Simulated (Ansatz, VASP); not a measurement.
**One calculation of AlGa3N4, two programs**

```
Al Ga N
1.0
     4.24425    0.00000    0.00000
     0.00000    4.24425    0.00000
     0.00000    0.00000    4.57932
Al Ga N
1 3 4
Cartesian
  0.0000 0.0000 0.0000
  2.1221 2.1221 0.0000
  2.1221 0.0000 2.2897
  0.0000 2.1221 2.2897
  3.2045 3.2045 1.1218
  3.2045 1.0397 3.4575
  1.0397 3.2045 3.4575
  1.0397 1.0397 1.1218
```

Change from the starting cell: strain -0.050 along x and y, +0.025 along z, atoms carried along.

Alike in both runs: task single point; functional PBEsol; k mesh 6 × 6 × 6; occupations gaussian, width 0.05 eV; no spin polarisation.

|  | VASP | Ansatz |
| --- | --- | --- |
| version | VASP 6.6.1 | Ansatz 0.2.0 |
| potentials or method | VASP PAW PBE potentials, release 64 (Al, Ga_d, N), cutoff 520 eV | scalar-relativistic, plane waves, PAW |
| valence electrons in the cell | 62 | 62 |

```tsv
	VASP	Ansatz	Ansatz less VASP
gap on the k mesh at the Fermi level (eV)	2.70	2.68	-0.023
least direct gap on the mesh (eV)	2.70	2.68	-0.023
pressure (GPa)	16.9	17.0	+0.18
traceless stress, the component that is largest in VASP (GPa)	-7.37	-7.31	+0.061
rms of the force components (eV/Å)	0.036	0.037	+0.0012
```

VASP's potentials were made for PBE, not for PBEsol. Atom by atom the forces differ by 0.008 eV/Å (rms over components). With one functional, cell and mesh, what is left measures potentials, basis and numerics.
